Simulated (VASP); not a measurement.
Wanted: the native input for a VASP 6.6.1 run.

- Task: single point
- Functional: r2SCAN
- Potentials or basis: VASP PAW PBE potentials, release 64 (Bi_d)
- Cutoff: 520 eV
- k mesh: 6 × 6 × 2
- Occupations: gaussian, width 0.1 eV
- Spin: no spin polarisation
- Dipole correction: no
- Further INCAR settings: ALGO = Normal; EDIFF = 1e-07; NBANDS = 38

Crystal: Bi.

```
CELL_PARAMETERS angstrom
5.28637 0.00000 0.00000
-2.64319 4.57813 0.00000
0.00000 0.00000 6.85965
ATOMIC_POSITIONS crystal
Bi 0.00000 0.00000 0.25000
Bi 0.00000 0.00000 0.75000
Bi 0.33333 0.66667 0.75000
Bi 0.66667 0.33333 0.25000
```

This isn't the form of Bi at room conditions, which is rhombohedral.

These files were run (other wordings do the same):

POSCAR

```
Bi
1.0
    5.2863700871      0.0000000000      0.0000000000
   -2.6431850436      4.5781307892      0.0000000000
    0.0000000000      0.0000000000      6.8596497183
Bi
4
Direct
    0.0000000000      0.0000000000      0.2500000000
    0.0000000000      0.0000000000      0.7500000000
    0.3333333333      0.6666666667      0.7500000000
    0.6666666667      0.3333333333      0.2500000000
```

INCAR.step1

```
  PREC = Accurate
  ENCUT = 520
  ISMEAR = 0
  SIGMA = 0.1
  LREAL = F
  LASPH = T
  NELM = 60
  NBANDS = 38
  GGA = PE
  ALGO = Normal
  EDIFF = 1E-4
  LWAVE = T
  LCHARG = F
```

INCAR.step2

```
  PREC = Accurate
  ENCUT = 520
  EDIFF = 1E-7
  ISMEAR = 0
  SIGMA = 0.1
  LREAL = F
  LASPH = T
  NELM = 60
  ALGO = Normal
  ISIF = 2
  LWAVE = F
  LCHARG = T
  METAGGA = R2SCAN
  LMIXTAU = T
  LELF = T
  LVHAR = T
  NBANDS = 38
  ISTART = 1
```

KPOINTS

```
regular mesh
0
Gamma
  6 6 2
```

Potentials or basis: VASP PAW PBE potentials, release 64 (Bi_d).

Launch:

```console
$ cat potpaw_PBE.64/Bi_d/POTCAR > POTCAR
$ cp INCAR.step1 INCAR
$ mpirun -np 1 vasp_std > vasp.out
$ cp INCAR.step2 INCAR
$ mpirun -np 1 vasp_std > vasp.out
```

Results of the run:

```
Pressure               : 0.1 GPa
Band gap on the k mesh : zero (bands 30 and 31 overlap by 0.70 eV)
```

Caveat: the k points lie up to 0.46 Å⁻¹ apart, too coarse for converged energies and pressures of a metal; the PAW data sets were made with another functional, which shifts forces and pressure a little; spin-orbit coupling is left out, which moves the levels of the heavy elements.

Run time: 10 min on 1 thread of Intel Xeon 8259CL (shared host), peak memory 0.34 GiB.
